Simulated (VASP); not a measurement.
**Zr: electric field gradients with LDA**

Crystal: Zr.

```
Zr
1.0
    -1.82199    1.82199    1.82199
     1.82199   -1.82199    1.82199
     1.82199    1.82199   -1.82199
Zr
1
Cartesian
  0.0000 0.0000 0.0000
```

This cell differs from its parent crystal: volume scaled by 1.02.

```yaml
Program: VASP 6.6.1
Task: electric field gradients
Functional: LDA
Potentials_or_basis: VASP PAW LDA potentials, release 64 (Zr_sv)
Cutoff: 520 eV
k_mesh: 16 × 16 × 16
Occupations: fermi-dirac, width 0.03 eV
Spin: no spin polarisation
Dipole_correction: no
Further_INCAR_settings: ALGO = Normal; EDIFF = 1e-08; NBANDS = 12
```

- Pressure: -10.8 GPa
- Band gap on the k mesh: zero (band 6 reaches 9.15 eV, above the bottom of band 7 at 7.40 eV)

Levels at points of the mesh, in eV from the Fermi level:
| k point | band 2 | band 3 | band 4 | band 5 | band 6 | band 7 | band 8 | band 9 | band 10 | band 11 |
| --- | --- | --- | --- | --- | --- | --- | --- | --- | --- | --- |
| (0.00, 0.00, 0.00) | -26.00 | -26.00 | -26.00 | -5.28 | 1.05 | 1.05 | 1.05 | 3.44 | 3.44 | 12.30 |
| (0.50, 0.00, 0.00) | -26.87 | -26.28 | -26.01 | -2.68 | -0.64 | 1.52 | 3.40 | 4.04 | 6.01 | 9.72 |
| (0.50, 0.50, 0.50) | -26.60 | -26.60 | -26.60 | -2.38 | -2.38 | 5.37 | 5.37 | 5.37 | 7.13 | 7.13 |

Run time: 33 s on 1 thread of Intel(R) Xeon(R) Platinum 8259CL CPU @ 2.50GHz (Skylake/Cascade Lake), on a shared host, peak memory 0.15 GiB.

Caveat: without QUAD_EFG the Cq values of the log hold for a quadrupole moment of 1 mb, not for the nuclei.
